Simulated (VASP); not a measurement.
# CsPbBr3 (Pm-3m) in VASP: settings compared

The runs below take CsPbBr3 through single point, with PBE, r2SCAN.

Program: VASP 6.6.1. These are calculated values, not measurements. Logs are shortened: lines on timing, memory, paths and dates and some standing lists are left out, and cuts for length are marked.

### Step 1. The cell of the first run

The structure is cubic, space group Pm-3m (No. 221). Conventional cell: a = 6.062 Å, b = 6.062 Å, c = 6.062 Å, α = 90.00°, β = 90.00°, γ = 90.00°. Cs (site symmetry m-3m) has 12 Br at 4.29 Å and 8 Pb at 5.25 Å within 5.6 Å. Within 4.0 Å of Pb (site symmetry m-3m) lie 6 Br at 3.03 Å. Within 4.0 Å of Br (site symmetry 4/mmm) lie 2 Pb at 3.03 Å.

### Step 2. Single point, PBE (strain +2.0%)

File INCAR:

```
PREC = Accurate ; ENCUT = 520
EDIFF = 1E-7 ; ISMEAR = -1
SIGMA = 0.02 ; LREAL = False
LASPH = True ; NELM = 100
ALGO = Normal ; ISIF = 2
LWAVE = False ; LCHARG = True
GGA = PE ; LELF = True
LVHAR = True ; NBANDS = 30
```

File KPOINTS:

```
regular mesh
0
Gamma
  4 4 4
```

File POSCAR:

```
CsPbBr3
1.0
    6.0618205459      0.0000000000      0.0000000000
    0.0000000000      6.0618205459      0.0000000000
    0.0000000000      0.0000000000      6.0618205459
Cs Pb Br
1 1 3
Direct
    0.0000000000      0.0000000000      0.0000000000
    0.5000000000      0.5000000000      0.5000000000
    0.5000000000      0.5000000000      0.0000000000
    0.5000000000      0.0000000000      0.5000000000
    0.0000000000      0.5000000000      0.5000000000
```

Potentials or basis: VASP PAW PBE potentials, release 64 (Cs_sv, Pb_d, Br).

On the command line:

```
$ cat potpaw_PBE.64/Cs_sv/POTCAR potpaw_PBE.64/Pb_d/POTCAR potpaw_PBE.64/Br/POTCAR > POTCAR
$ mpirun -np 1 vasp_std > vasp.out
```

OUTCAR:

```text
PREC = Accurate
   ENCUT = 520
   EDIFF = 1E-7
   ISMEAR = -1
   LREAL = False
   LASPH = True
   NELM = 100
   ISIF = 2
   GGA = PE

 ion  position               nearest neighbor table
   1  0.000  0.000  0.000-
   2  0.500  0.500  0.500-   3 3.03   4 3.03   5 3.03   3 3.03   4 3.03   5 3.03
   3  0.500  0.500  0.000-   2 3.03   2 3.03
   4  0.500  0.000  0.500-   2 3.03   2 3.03
   5  0.000  0.500  0.500-   2 3.03   2 3.03

  LATTYP: Found a simple cubic cell.
 ALAT       =     6.0618205459

  Lattice vectors:

 A1 = (   6.0618205459,   0.0000000000,   0.0000000000)
 A2 = (   0.0000000000,   6.0618205459,   0.0000000000)
 A3 = (   0.0000000000,   0.0000000000,   6.0618205459)

Analysis of symmetry for initial positions (statically):
=====================================================================
 Subroutine PRICEL returns:
 Original cell was already a primitive cell.

 Routine SETGRP: Setting up the symmetry group for a
 simple cubic supercell.

 Subroutine GETGRP returns: Found 48 space group operations
 (whereof 48 operations were pure point group operations)
 out of a pool of 48 trial point group operations.

The static configuration has the point symmetry O_h .

Analysis of symmetry for dynamics (positions and initial velocities):
=====================================================================
 Subroutine PRICEL returns:
 Original cell was already a primitive cell.

 Routine SETGRP: Setting up the symmetry group for a
 simple cubic supercell.

 Subroutine GETGRP returns: Found 48 space group operations
 (whereof 48 operations were pure point group operations)
 out of a pool of 48 trial point group operations.

The dynamic configuration has the point symmetry O_h .

 Subroutine INISYM returns: Found 48 space group operations
 (whereof 48 operations are pure point group operations),
 and found     1 'primitive' translations

----------------------------------------------------------------------------------------

                                     Primitive cell

  volume of cell :     222.7456

  direct lattice vectors                    reciprocal lattice vectors
     6.061820546  0.000000000  0.000000000     0.164966942  0.000000000  0.000000000
     0.000000000  6.061820546  0.000000000     0.000000000  0.164966942  0.000000000
     0.000000000  0.000000000  6.061820546     0.000000000  0.000000000  0.164966942

[... 73 lines left out ...]
   NELM   =    100;   NELMIN=  2; NELMDL= -5     # of ELM steps
   EDIFF  = 0.1E-06   stopping-criterion for ELM
   LREAL  =      F    real-space projection
   EDIFFG = 0.1E-05   stopping-criterion for IOM
   NSW    =      0    number of steps for IOM
   IBRION =     -1    ionic relax: 0-MD 1-quasi-New 2-CG
   NFREE  =      0    steps in history (QN), initial steepest desc. (CG)
   ISIF   =      2    stress and relaxation
   ISYM   =      2    0-nonsym 1-usesym 2-fastsym
   POTIM  = 0.5000    time-step for ionic-motion
   TEBEG  =    0.0;   TEEND  =   0.0 temperature during run
   PSTRESS=    0.0 pullay stress
   NELECT =      44.0000    total number of electrons
   NUPDOWN=      -1.0000    fix difference up-down
   EMIN   =  10.00;   EMAX   =-10.00  energy-range for DOS
   EFERMI =   0.00;   METHOD = LEGACY
   ISMEAR =    -1;   SIGMA  =   0.02  broadening in eV -4-tet -1-fermi 0-gaus
   EFERMI_NEDOS =   21; number of points for ismear=-14 and -15
   IALGO  =     38    algorithm
   IMIX   =      4    mixing-type and parameters
     AMIX     =   0.40;   BMIX     =  1.00
     AMIX_MAG =   1.60;   BMIX_MAG =  1.00
  volume/ion in A,a.u.               =      44.55       300.63
  Fermi-wavevector in a.u.,A,eV,Ry     =   0.953431  1.801724 12.368116  0.909031
  Thomas-Fermi vector in A             =   2.082085
   LORBIT       =      0    0 simple, 1 ext, 2 COOP (PROOUT), +10 PAW based schemes
   GGA     = PE    functional components
   LHFCALC =     F    Hartree Fock is set to
   AEXX    =    0.0000 exact exchange contribution
   IVDW    =     0    specifies the selected vdW correction
   LEPSILON=     F    determine dielectric tensor
   LRPA    =     F    only Hartree local field effects (RPA)
 non-spin polarized calculation
  energy-cutoff  :      520.00
  volume of cell :      222.75
 maximum number of plane-waves:      6031
 NGX is ok and might be reduce to    48
   NGX = 23   NGY = 23   NGZ = 23

 number of electron      44.0000000 magnetization

 Free energy of the ion-electron system (eV)
  ---------------------------------------------------
  ext. energy  EPLUGINS =         0.00000000
  ---------------------------------------------------
  free energy    TOTEN  =       -15.86564797 eV

  energy without entropy =      -15.86564797  energy(sigma->0) =      -15.86564797

 E-fermi :   0.6657     XC(G=0):  -7.2442

 val. band max:        0.2608921585   @ k =   0.5000   0.5000   0.5000
 cond. band min:       2.1351386826   @ k =   0.5000   0.5000   0.5000
 fundamental gap:      1.8742465241
 Fermi energy:         0.6656753634

 k-point     1 :       0.0000    0.0000    0.0000
  band No.  band energies     occupation
      1     -20.8414      2.00000
      2     -16.2977      2.00000
      3     -16.2977      2.00000
      4     -16.2100      2.00000
      5     -16.2100      2.00000
      6     -16.2100      2.00000
[... 319 lines left out ...]
     29       5.8591      0.00000
     30       6.9730      0.00000

------------------------ aborting loop because EDIFF is reached ----------------------------------------

  FORCE on cell =-STRESS in cart. coord.  units (eV):
  Direction    XX          YY          ZZ          XY          YZ          ZX
  --------------------------------------------------------------------------------------
  -------------------------------------------------------------------------------------
  Total       -0.6319170     -0.6319170     -0.6319170     -0.0000000     -0.0000000      0.0000000
  in kB       -4.5452876     -4.5452876     -4.5452876     -0.0000000     -0.0000000      0.0000000
  external PRESSURE =      -4.5452876 kB  Pullay stress =       0.0000000 kB

 VOLUME and BASIS-vectors are now :
 -----------------------------------------------------------------------------
  energy-cutoff  :      520.00
  volume of cell :      222.75
      direct lattice vectors                 reciprocal lattice vectors
     6.061820546  0.000000000  0.000000000     0.164966942  0.000000000  0.000000000
     0.000000000  6.061820546  0.000000000     0.000000000  0.164966942  0.000000000
     0.000000000  0.000000000  6.061820546     0.000000000  0.000000000  0.164966942

 POSITION                                       TOTAL-FORCE (eV/Angst)
 -----------------------------------------------------------------------------------
      0.00000      0.00000      0.00000         0.000000      0.000000      0.000000
      3.03091      3.03091      3.03091         0.000000      0.000000      0.000000
      3.03091      3.03091      0.00000         0.000000      0.000000      0.000000
      3.03091      0.00000      3.03091         0.000000      0.000000      0.000000
      0.00000      3.03091      3.03091         0.000000      0.000000      0.000000
 -----------------------------------------------------------------------------------
    total drift:                                0.000000     -0.000000     -0.000000

  FREE ENERGIE OF THE ION-ELECTRON SYSTEM (eV)
  ---------------------------------------------------
  free  energy   TOTEN  =       -15.8656479708 eV

  energy  without entropy=      -15.8656479707  energy(sigma->0) =      -15.86564797
```

Run time: 2.6 min. Hardware: 1 thread of Intel Xeon 8259CL, shared host; peak memory 0.35 GiB.

Results:

* Free energy: -15.8656 eV
* Pressure: -0.5 GPa
* Band gap on the k mesh: 1.87 eV

Levels at points of the mesh, in eV from the valence-band top:
```tsv
k point	band 18	band 19	band 20	band 21	band 22	band 23	band 24	band 25	band 26	band 27
(0.00, 0.00, 0.00)	-1.54	-1.54	-1.46	-1.46	-1.46	3.42	4.67	4.67	5.39	5.39
(0.50, 0.00, 0.00)	-1.67	-1.64	-1.54	-1.54	-1.11	2.73	4.78	5.28	5.28	5.40
(0.50, 0.50, 0.00)	-1.74	-1.72	-1.72	-1.14	-0.55	2.33	2.33	4.92	5.55	5.78
(0.50, 0.50, 0.50)	-1.73	-1.13	-1.13	-1.13	0.00	1.87	1.87	1.87	4.91	5.60
```

Caveat: the cell differs from its parent crystal (strain +2.0%); spin-orbit coupling is left out, which moves the levels of the heavy elements. A k mesh can miss the band edges.

[end of part 1 of 2]
